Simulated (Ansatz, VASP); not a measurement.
# Two plane-wave programs on MgCdTeS

```
Mg Cd Te S
1.0
     4.19140    0.00000    0.00000
     0.00000    4.19140    0.00000
     0.00000    0.00000    5.91383
Mg Cd Te S
1 1 1 1
Direct
  0.50000 0.50000 0.50000
  0.50000 0.50000 0.00000
  0.00000 0.00000 0.00000
  0.00000 0.00000 0.50000
```

Change from the starting cell: species swapped into the SnTePbSe type (P4/mmm, No. 123).

Alike in both runs: task single point; functional PBE; k mesh 4 × 4 × 4; occupations gaussian, width 0.1 eV; no spin polarisation.

|  | VASP | Ansatz |
| --- | --- | --- |
| version | VASP 6.6.1 | Ansatz 0.2.0 |
| potentials or method | VASP PAW PBE potentials, release 64 (Mg, Cd, Te, S), cutoff 520 eV | scalar-relativistic, plane waves, PAW |
| valence electrons in the cell | 26 | 52 |

```csv
,VASP,Ansatz,Ansatz less VASP
gap on the k mesh at the Fermi level (eV),none,none,-
pressure (GPa),-1.2,-1.2,0.00
"traceless stress, the component that is largest in VASP (GPa)",0.46,0.56,+0.095
```

A gap of «none» marks a metal or a gap that the smearing closes. With one functional, cell and mesh, what is left measures potentials, basis and numerics. VASP's potentials hold 26 valence electrons a cell and Ansatz's 52, so a difference there can come from the potentials and not from the codes.

The k mesh is coarse, so the values compare programs but aren't converged. Neither program's run includes spin-orbit coupling.
